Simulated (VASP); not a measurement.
# Zr (P6_3/mmc) in VASP: notebook, part 2 of 2

VASP 6.6.1.

**4. Single point, PBE (24.36 Å³/atom)**

This run uses another cell than the first one, of 24.36 Å³/atom.

Contents of INCAR:

```
  PREC = Accurate
  ENCUT = 520
  EDIFF = 1E-7
  ISMEAR = -1
  SIGMA = 0.1
  LREAL = False
  LASPH = True
  NELM = 60
  ALGO = Normal
  ISIF = 2
  LWAVE = False
  LCHARG = False
  GGA = PE
  NBANDS = 32
```

Contents of KPOINTS:

```
Automatic mesh
0
Gamma
  13 13 4
```

Contents of POSCAR:

```
Zr
1.0
    3.2624475928      0.0000000000      0.0000000000
   -1.6312237964      2.8253624939      0.0000000000
    0.0000000000      0.0000000000     10.5712617956
Zr
4
Direct
    0.0000000000      1.0000000000      0.0000000000
    0.0000000000      1.0000000000      0.5000000000
    0.3333333333      0.6666666667      0.2500000000
    0.6666666667      0.3333333333      0.7500000000
```

Potentials or basis: VASP PAW PBE potentials, release 64 (Zr_sv).

Command:

```sh
> cat potpaw_PBE.64/Zr_sv/POTCAR > POTCAR
> mpirun -np 1 vasp_std > vasp.out
```

OUTCAR:

```text
PREC = Accurate
   ENCUT = 520
   EDIFF = 1E-7
   ISMEAR = -1
   LREAL = False
   LASPH = True
   NELM = 60
   ISIF = 2
   GGA = PE

 ion  position               nearest neighbor table
   1  0.000  0.000  0.000-   3 3.25   4 3.25   4 3.25   3 3.25   4 3.25   3 3.25
   2  0.000  0.000  0.500-   3 3.25   4 3.25   4 3.25   3 3.25   4 3.25   3 3.25
   3  0.333  0.667  0.250-   1 3.25   2 3.25   1 3.25   2 3.25   1 3.25   2 3.25
   4  0.667  0.333  0.750-   1 3.25   2 3.25   1 3.25   2 3.25   1 3.25   2 3.25

  LATTYP: Found a hexagonal cell.
 ALAT       =     3.2624475928
[... 1034 lines left out ...]
 [... further k-points ...]
[... 5 lines left out ...]
  --------------------------------------------------------------------------------------
  -------------------------------------------------------------------------------------
  Total       -1.9205511     -1.9205511     -2.1185785      0.0000000      0.0000000      0.0000000
  in kB      -31.5785293    -31.5785293    -34.8345811      0.0000000      0.0000000      0.0000000
  external PRESSURE =     -32.6638799 kB  Pullay stress =       0.0000000 kB

 VOLUME and BASIS-vectors are now :
 -----------------------------------------------------------------------------
  energy-cutoff  :      520.00
  volume of cell :       97.44
      direct lattice vectors                 reciprocal lattice vectors
     3.262447593  0.000000000  0.000000000     0.306518334  0.176968442  0.000000000
    -1.631223796  2.825362494  0.000000000     0.000000000  0.353936885  0.000000000
     0.000000000  0.000000000 10.571261796     0.000000000  0.000000000  0.094596087

 POSITION                                       TOTAL-FORCE (eV/Angst)
 -----------------------------------------------------------------------------------
      0.00000      0.00000      0.00000        -0.000000      0.000000      0.000000
      0.00000      0.00000      5.28563        -0.000000      0.000000      0.000000
     -0.00000      1.88357      2.64282         0.000000      0.000000     -0.000000
      1.63122      0.94179      7.92845         0.000000      0.000000      0.000000
 -----------------------------------------------------------------------------------
    total drift:                               -0.000000      0.000000     -0.000000

  FREE ENERGIE OF THE ION-ELECTRON SYSTEM (eV)
  ---------------------------------------------------
  free  energy   TOTEN  =       -33.9611789607 eV

  energy  without entropy=      -33.7446188558  energy(sigma->0) =      -33.85289891
```

OSZICAR:

```text
N       E                     dE             d eps       ncg     rms          rms(c)
DAV:   1     0.491149026425E+03    0.49115E+03   -0.25430E+04  4040   0.149E+03
DAV:   2     0.399852117958E+01   -0.48715E+03   -0.47301E+03  4608   0.437E+02
DAV:   3    -0.332614495445E+02   -0.37260E+02   -0.35916E+02  6856   0.861E+01
DAV:   4    -0.353849409539E+02   -0.21235E+01   -0.21147E+01  5880   0.199E+01
DAV:   5    -0.354696514502E+02   -0.84710E-01   -0.84697E-01  5888   0.346E+00    0.185E+01
DAV:   6    -0.341911531614E+02    0.12785E+01   -0.20429E+00  4312   0.891E+00    0.704E+00
DAV:   7    -0.339568797223E+02    0.23427E+00   -0.12639E+00  5536   0.614E+00    0.164E+00
DAV:   8    -0.339618358281E+02   -0.49561E-02   -0.14444E-01  5496   0.225E+00    0.132E+00
DAV:   9    -0.339615061291E+02    0.32970E-03   -0.61947E-02  5288   0.184E+00    0.183E-01
DAV:  10    -0.339611939508E+02    0.31218E-03   -0.53918E-03  5440   0.558E-01    0.385E-02
DAV:  11    -0.339611879089E+02    0.60419E-05   -0.34911E-04  5960   0.101E-01    0.223E-02
DAV:  12    -0.339611781656E+02    0.97433E-05   -0.17569E-05  5720   0.302E-02    0.881E-03
DAV:  13    -0.339611795608E+02   -0.13953E-05   -0.43854E-06  5872   0.168E-02    0.268E-03
DAV:  14    -0.339611790400E+02    0.52084E-06   -0.35088E-07  4304   0.437E-03    0.691E-04
DAV:  15    -0.339611789607E+02    0.79236E-07   -0.34676E-08  3056   0.133E-03
   1 F= -.33961179E+02 E0= -.33852899E+02  d E =-.216560E+00
```

Run time: 96 s. Hardware: 1 thread of AMD EPYC 9R45 (Zen 5), shared host; peak memory 0.26 GiB.

Results:

- Free energy: -33.9612 eV
- Pressure: -3.3 GPa
- Band gap on the k mesh: zero (bands 24 and 25 overlap by 1.31 eV)

Stress tensor (GPa, compression positive):
```
-3.16  0.00  0.00
 0.00 -3.16  0.00
 0.00  0.00 -3.48
```

Caveat: the cell stands under tension.

**5. Overview**

```csv
cell,gap on the mesh (eV),pressure (GPa)
"a = 3.177, b = 3.177, c = 10.293 Å, angles 90.0, 90.0, 120.0°, 4 atoms",none,4.0
"a = 3.220, b = 3.220, c = 10.434 Å, angles 90.0, 90.0, 120.0°, 4 atoms",none,0.1
"a = 3.262, b = 3.262, c = 10.571 Å, angles 90.0, 90.0, 120.0°, 4 atoms",none,-3.3
```

Alike in all rows: task single point; level PBE; potentials or basis VASP PAW PBE potentials, release 64 (Zr_sv); no spin polarisation; k mesh 13 × 13 × 4; cutoff (eV) 520; smearing fermi-dirac 0.1 eV.

Caveats: the cell stands under pressure (at least some runs); the cell stands under tension (at least some runs).

Total energies depend on the potentials used, so only differences within one code and one set of settings carry meaning.
